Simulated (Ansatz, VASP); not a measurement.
**Two plane-wave programs on SrTiO3**

```
CELL_PARAMETERS angstrom
2.46961 1.42583 3.35434
-2.46961 1.42583 3.35434
0.00000 -2.85166 3.35434
ATOMIC_POSITIONS crystal
Sr 0.50000 0.50000 0.50000
Ti 0.00000 0.00000 0.00000
O 0.00000 0.00000 0.50000
O 0.50000 0.00000 0.00000
O 0.00000 0.50000 0.00000
```

Alike in both runs: task single point; functional PBE; k mesh 6 × 6 × 6; occupations gaussian, width 0.1 eV; collinear spin.

|  | VASP | Ansatz |
| --- | --- | --- |
| version | VASP 6.6.1 | Ansatz 0.2.0 |
| potentials or method | VASP PAW PBE potentials, release 64 (Sr_sv, Ti_sv, O), cutoff 520 eV | scalar-relativistic, plane waves, PAW |
| valence electrons in the cell | 40 | 40 |

```csv
,VASP,Ansatz,Ansatz less VASP
gap on the k mesh at the Fermi level (eV),none,none,-
pressure (GPa),-5.7,-5.5,+0.16
"traceless stress, the component that is largest in VASP (GPa)",-48.76,-45.56,+3.195
net moment per atom (μB),0.00,0.02,+0.015
size of the moment on the site where the two differ most (μB),0.00,0.48,+0.480
```

Site moments also hang on the region over which each program counts them. A gap of «none» marks a metal or a gap that the smearing closes. Ansatz's warnings: seeded moment not kept.
